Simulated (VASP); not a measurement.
# CdTe (F-43m) in VASP: notebook

CdTe is run at these levels: PBEsol, PBE, LDA; tasks: single point.

Program: VASP 6.6.1. These are calculated values, not measurements. Logs are shortened: lines on timing, memory, paths and dates and some standing lists are left out, and cuts for length are marked.

## 1. The cell of the first run

It takes space group F-43m (No. 216, cubic). The conventional cell has a = 6.560 Å, b = 6.560 Å, c = 6.560 Å, α = 90.00°, β = 90.00°, γ = 90.00°. Cd (site symmetry -43m) has 4 Te at 2.84 Å within 3.7 Å. Te (site symmetry -43m) has 4 Cd at 2.84 Å within 3.7 Å.

## 2. Single point, PBEsol

Contents of INCAR:

```
PREC = Accurate
ENCUT = 500
EDIFF = 1E-6
ISMEAR = 0
SIGMA = 0.01
LREAL = F
LASPH = T
NELM = 120
ALGO = Normal
ISIF = 2
LWAVE = F
LCHARG = F
GGA = PS
NBANDS = 16
GGA_COMPAT = F
```

Contents of KPOINTS:

```
regular mesh
0
Gamma
  4 4 4
```

Contents of POSCAR:

```
CdTe
1.0
    0.0000000000      3.2799551172      3.2799551172
    3.2799551172      0.0000000000      3.2799551172
    3.2799551172      3.2799551172      0.0000000000
Cd Te
1 1
Direct
    0.0000000000      0.0000000000      0.0000000000
    0.2500000000      0.2500000000      0.2500000000
```

Potentials or basis: VASP PAW PBE potentials, release 64 (Cd, Te).

The run is started by

```
$ cat potpaw_PBE.64/Cd/POTCAR potpaw_PBE.64/Te/POTCAR > POTCAR
$ mpirun -np 1 vasp_std > vasp.out
```

OUTCAR:

```text
PREC = Accurate
   ENCUT = 500
   EDIFF = 1E-6
   ISMEAR = 0
   LREAL = F
   LASPH = T
   NELM = 120
   ISIF = 2
   GGA = PS

 ion  position               nearest neighbor table
   1  0.000  0.000  0.000-   2 2.84   2 2.84   2 2.84   2 2.84
   2  0.250  0.250  0.250-   1 2.84   1 2.84   1 2.84   1 2.84

  LATTYP: Found a face centered cubic cell.
 ALAT       =     6.5599102344

  Lattice vectors:

 A1 = (   0.0000000000,   3.2799551172,   3.2799551172)
 A2 = (   3.2799551172,   0.0000000000,   3.2799551172)
 A3 = (   3.2799551172,   3.2799551172,   0.0000000000)

Analysis of symmetry for initial positions (statically):
=====================================================================
 Subroutine PRICEL returns:
 Original cell was already a primitive cell.

 Routine SETGRP: Setting up the symmetry group for a
 face centered cubic supercell.

 Subroutine GETGRP returns: Found 24 space group operations
 (whereof 24 operations were pure point group operations)
 out of a pool of 48 trial point group operations.

The static configuration has the point symmetry T_d .

Analysis of symmetry for dynamics (positions and initial velocities):
=====================================================================
 Subroutine PRICEL returns:
 Original cell was already a primitive cell.

 Routine SETGRP: Setting up the symmetry group for a
 face centered cubic supercell.

 Subroutine GETGRP returns: Found 24 space group operations
 (whereof 24 operations were pure point group operations)
 out of a pool of 48 trial point group operations.

The dynamic configuration has the point symmetry T_d .

 Subroutine INISYM returns: Found 24 space group operations
 (whereof 24 operations are pure point group operations),
 and found     1 'primitive' translations

----------------------------------------------------------------------------------------

                                     Primitive cell

  volume of cell :      70.5722

  direct lattice vectors                    reciprocal lattice vectors
     0.000000000  3.279955117  3.279955117    -0.152441110  0.152441110  0.152441110
     3.279955117  0.000000000  3.279955117     0.152441110 -0.152441110  0.152441110
     3.279955117  3.279955117  0.000000000     0.152441110  0.152441110 -0.152441110

  length of vectors
     4.638557011  4.638557011  4.638557011     0.264035748  0.264035748  0.264035748

  position of ions in fractional coordinates (direct lattice)
     0.000000000  0.000000000  0.000000000
     0.250000000  0.250000000  0.250000000

  ion indices of the primitive-cell ions
   primitive index   ion index
                 1           1
                 2           2

----------------------------------------------------------------------------------------

 KPOINTS: regular mesh

Automatic generation of k-mesh.
 Grid dimensions read from file:
 generate k-points for:    4    4    4

 Generating k-lattice:

  Cartesian coordinates                     Fractional coordinates (reciprocal lattice)
    -0.038110278  0.038110278  0.038110278     0.250000000  0.000000000  0.000000000
     0.038110278 -0.038110278  0.038110278     0.000000000  0.250000000  0.000000000
     0.038110278  0.038110278 -0.038110278     0.000000000  0.000000000  0.250000000

  Length of vectors
     0.066008937  0.066008937  0.066008937

  Shift w.r.t. Gamma in fractional coordinates (k-lattice)
     0.000000000  0.000000000  0.000000000

 Subroutine IBZKPT returns following result:
 ===========================================

 Found      8 irreducible k-points:

 Following reciprocal coordinates:
            Coordinates               Weight
  0.000000  0.000000  0.000000      1.000000
  0.250000  0.000000  0.000000      8.000000
  0.500000  0.000000  0.000000      4.000000
  0.250000  0.250000  0.000000      6.000000
  0.500000  0.250000  0.000000     24.000000
 -0.250000  0.250000  0.000000     12.000000
  0.500000  0.500000  0.000000      3.000000
 -0.250000  0.500000  0.250000      6.000000
   k-points           NKPTS =      8   k-points in BZ     NKDIM =      8   number of bands    NBANDS=     16
   number of dos      NEDOS =    301   number of ions     NIONS =      2
   total plane-waves  NPLWV =  46656
   dimension x,y,z NGX =    36 NGY =   36 NGZ =   36
   dimension x,y,z NGXF=    72 NGYF=   72 NGZF=   72
   ions per type =               1   1
   NGX,Y,Z   is equivalent  to a cutoff of  12.90, 12.90, 12.90 a.u.
   NGXF,Y,Z  is equivalent  to a cutoff of  25.80, 25.80, 25.80 a.u.
 SYSTEM =  unknown system
   PREC   = accura    normal or accurate (medium, high low for compatibility)
   ISTART =      0    job   : 0-new  1-cont  2-samecut
   ICHARG =      2    charge: 1-file 2-atom 10-const
   ISPIN  =      1    spin polarized calculation?
   LNONCOLLINEAR =      F non collinear calculations
   LSORBIT =      F    spin-orbit coupling
   LASPH  =      T    aspherical Exc in radial PAW
   ENCUT  =  500.0 eV  36.75 Ry    6.06 a.u.   8.46  8.46  8.46*2*pi/ulx,y,z
   NELM   =    120;   NELMIN=  2; NELMDL= -5     # of ELM steps
   EDIFF  = 0.1E-05   stopping-criterion for ELM
   LREAL  =      F    real-space projection
   EDIFFG = 0.1E-04   stopping-criterion for IOM
   NSW    =      0    number of steps for IOM
   IBRION =     -1    ionic relax: 0-MD 1-quasi-New 2-CG
   NFREE  =      0    steps in history (QN), initial steepest desc. (CG)
   ISIF   =      2    stress and relaxation
   ISYM   =      2    0-nonsym 1-usesym 2-fastsym
   POTIM  = 0.5000    time-step for ionic-motion
   TEBEG  =    0.0;   TEEND  =   0.0 temperature during run
   PSTRESS=    0.0 pullay stress
   NELECT =      18.0000    total number of electrons
   NUPDOWN=      -1.0000    fix difference up-down
   EMIN   =  10.00;   EMAX   =-10.00  energy-range for DOS
   EFERMI =   0.00;   METHOD = LEGACY
   ISMEAR =     0;   SIGMA  =   0.01  broadening in eV -4-tet -1-fermi 0-gaus
   EFERMI_NEDOS =   21; number of points for ismear=-14 and -15
   IALGO  =     38    algorithm
   IMIX   =      4    mixing-type and parameters
     AMIX     =   0.40;   BMIX     =  1.00
     AMIX_MAG =   1.60;   BMIX_MAG =  1.00
  volume/ion in A,a.u.               =      35.29       238.12
  Fermi-wavevector in a.u.,A,eV,Ry     =   1.038216  1.961944 14.665621  1.077893
  Thomas-Fermi vector in A             =   2.172690
   LORBIT       =      0    0 simple, 1 ext, 2 COOP (PROOUT), +10 PAW based schemes
   GGA     = PS    functional components
   LHFCALC =     F    Hartree Fock is set to
   AEXX    =    0.0000 exact exchange contribution
   IVDW    =     0    specifies the selected vdW correction
   LEPSILON=     F    determine dielectric tensor
   LRPA    =     F    only Hartree local field effects (RPA)
 non-spin polarized calculation
 Gauss-broadening in eV      SIGMA  =   0.01
  energy-cutoff  :      500.00
  volume of cell :       70.57
 maximum number of plane-waves:      1812
 NGX is ok and might be reduce to    36
   NGX = 17   NGY = 17   NGZ = 17

 number of electron      18.0000006 magnetization

 Free energy of the ion-electron system (eV)
  ---------------------------------------------------
  ext. energy  EPLUGINS =         0.00000000
  ---------------------------------------------------
  free energy    TOTEN  =        -5.41944798 eV

  energy without entropy =       -5.41944798  energy(sigma->0) =       -5.41944798

 E-fermi :   1.9656     XC(G=0):  -8.6073

 val. band max:        1.9176043280   @ k =   0.0000   0.0000   0.0000
 cond. band min:       2.4581938728   @ k =   0.0000   0.0000   0.0000
 fundamental gap:      0.5405895447
 Fermi energy:         1.9655571441

 k-point     1 :       0.0000    0.0000    0.0000
  band No.  band energies     occupation
      1      -9.0876      2.00000
      2      -6.2510      2.00000
      3      -6.2510      2.00000
      4      -6.2510      2.00000
      5      -6.0147      2.00000
      6      -6.0147      2.00000
      7       1.9176      2.00000
      8       1.9176      2.00000
      9       1.9176      2.00000
     10       2.4582      0.00000
     11       6.4656      0.00000
     12       6.4656      0.00000
     13       6.4656      0.00000
     14       9.1571      0.00000
     15      11.1816      0.00000
     16      11.1816      0.00000

 k-point     2 :       0.2500    0.0000    0.0000
  band No.  band energies     occupation
      1      -8.9003      2.00000
      2      -6.2186      2.00000
      3      -6.2186      2.00000
      4      -6.0650      2.00000
      5      -6.0149      2.00000
      6      -6.0149      2.00000
      7      -0.7644      2.00000
      8       1.5124      2.00000
      9       1.5124      2.00000
     10       3.7512      0.00000
     11       6.9966      0.00000
     12       6.9966      0.00000
     13       7.1160      0.00000
     14      10.0482      0.00000
     15      10.2673      0.00000
     16      10.2673      0.00000

 k-point     3 :       0.5000    0.0000    0.0000
  band No.  band energies     occupation
      1      -8.7154      2.00000
      2      -6.1936      2.00000
      3      -6.1936      2.00000
      4      -6.0064      2.00000
      5      -6.0064      2.00000
      6      -5.6922      2.00000
      7      -2.3659      2.00000
      8       1.1839      2.00000
      9       1.1839      2.00000
     10       3.5991      0.00000
     11       7.0410      0.00000
     12       7.0410      0.00000
     13       8.8098      0.00000
     14      10.3061      0.00000
     15      12.0732      0.00000
     16      12.0732      0.00000

 k-point     4 :       0.2500    0.2500    0.0000
  band No.  band energies     occupation
      1      -8.8397      2.00000
      2      -6.1810      2.00000
      3      -6.1810      2.00000
      4      -6.1012      2.00000
      5      -6.0006      2.00000
      6      -5.9859      2.00000
      7      -0.7318      2.00000
      8       0.8880      2.00000
      9       0.8880      2.00000
     10       4.7338      0.00000
     11       5.1538      0.00000
     12       8.2578      0.00000
     13       8.2578      0.00000
     14       8.5925      0.00000
     15      11.7142      0.00000
     16      12.2845      0.00000

 k-point     5 :       0.5000    0.2500    0.0000
  band No.  band energies     occupation
      1      -8.6594      2.00000
      2      -6.1632      2.00000
      3      -6.1466      2.00000
      4      -6.0509      2.00000
      5      -5.9999      2.00000
      6      -5.6409      2.00000
      7      -2.0506      2.00000
      8      -0.0717      2.00000
      9       0.6111      2.00000
     10       4.7810      0.00000
     11       6.2983      0.00000
     12       7.9578      0.00000
     13       8.5421      0.00000
     14      10.6825      0.00000
     15      12.2892      0.00000
     16      12.7370      0.00000

 k-point     6 :      -0.2500    0.2500    0.0000
  band No.  band energies     occupation
      1      -8.7180      2.00000
      2      -6.1786      2.00000
      3      -6.1769      2.00000
      4      -6.0217      2.00000
      5      -6.0207      2.00000
      6      -5.7583      2.00000
      7      -1.7087      2.00000
      8      -0.1331      2.00000
      9       1.1539      2.00000
     10       4.9085      0.00000
     11       7.0216      0.00000
     12       7.4046      0.00000
     13       7.6740      0.00000
     14       9.8552      0.00000
     15      11.2333      0.00000
     16      12.8091      0.00000

 k-point     7 :       0.5000    0.5000    0.0000
  band No.  band energies     occupation
      1      -8.6018      2.00000
      2      -6.1069      2.00000
      3      -6.1032      2.00000
      4      -6.1032      2.00000
      5      -5.9866      2.00000
      6      -5.5659      2.00000
      7      -2.2737      2.00000
      8       0.1475      2.00000
      9       0.1475      2.00000
     10       4.4696      0.00000
     11       4.5073      0.00000
     12      10.4492      0.00000
     13      10.7899      0.00000
     14      10.7899      0.00000
     15      12.6586      0.00000
     16      13.3061      0.00000

 k-point     8 :      -0.2500    0.5000    0.2500
  band No.  band energies     occupation
      1      -8.6033      2.00000
      2      -6.1405      2.00000
      3      -6.1338      2.00000
      4      -6.0413      2.00000
      5      -6.0136      2.00000
      6      -5.4928      2.00000
      7      -2.1529      2.00000
      8      -0.3027      2.00000
      9      -0.1710      2.00000
     10       6.0016      0.00000
     11       6.5034      0.00000
     12       7.3325      0.00000
     13       8.1175      0.00000
     14      11.2770      0.00000
     15      12.8311      0.00000
     16      12.9784      0.00000

------------------------ aborting loop because EDIFF is reached ----------------------------------------

  FORCE on cell =-STRESS in cart. coord.  units (eV):
  Direction    XX          YY          ZZ          XY          YZ          ZX
  --------------------------------------------------------------------------------------
  -------------------------------------------------------------------------------------
  Total       -0.3902559     -0.3902559     -0.3902559      0.0000000     -0.0000000      0.0000000
  in kB       -8.8598498     -8.8598498     -8.8598498      0.0000000     -0.0000000      0.0000000
  external PRESSURE =      -8.8598498 kB  Pullay stress =       0.0000000 kB

 VOLUME and BASIS-vectors are now :
 -----------------------------------------------------------------------------
  energy-cutoff  :      500.00
  volume of cell :       70.57
      direct lattice vectors                 reciprocal lattice vectors
     0.000000000  3.279955117  3.279955117    -0.152441110  0.152441110  0.152441110
     3.279955117  0.000000000  3.279955117     0.152441110 -0.152441110  0.152441110
     3.279955117  3.279955117  0.000000000     0.152441110  0.152441110 -0.152441110

 POSITION                                       TOTAL-FORCE (eV/Angst)
 -----------------------------------------------------------------------------------
      0.00000      0.00000      0.00000         0.000000      0.000000     -0.000000
      1.63998      1.63998      1.63998        -0.000000     -0.000000      0.000000
 -----------------------------------------------------------------------------------
    total drift:                                0.000000      0.000000      0.000000

  FREE ENERGIE OF THE ION-ELECTRON SYSTEM (eV)
  ---------------------------------------------------
  free  energy   TOTEN  =        -5.4194479835 eV

  energy  without entropy=       -5.4194479835  energy(sigma->0) =       -5.41944798
```

It took 36 s on 1 thread of AMD EPYC 7R13, shared host; peak memory 0.17 GiB.

Results:

| Item | Value |
| --- | --- |
| Free energy | -5.4194 eV |
| Pressure | -0.9 GPa |
| Band gap on the k mesh | 0.54 eV, direct |

Levels at points of the mesh, in eV from the valence-band top:
```
           k point  band 6  band 7  band 8  band 9  band 10  band 11  band 12  band 13
(0.00, 0.00, 0.00)   -7.93    0.00    0.00    0.00     0.54     4.55     4.55     4.55
(0.50, 0.00, 0.00)   -7.61   -4.28   -0.73   -0.73     1.68     5.12     5.12     6.89
(0.50, 0.50, 0.00)   -7.48   -4.19   -1.77   -1.77     2.55     2.59     8.53     8.87
```

Caveat: the PAW data sets were made with another functional, which shifts forces and pressure a little; spin-orbit coupling is left out, which moves the levels of the heavy elements.

(Continued in part 2 of 3.)
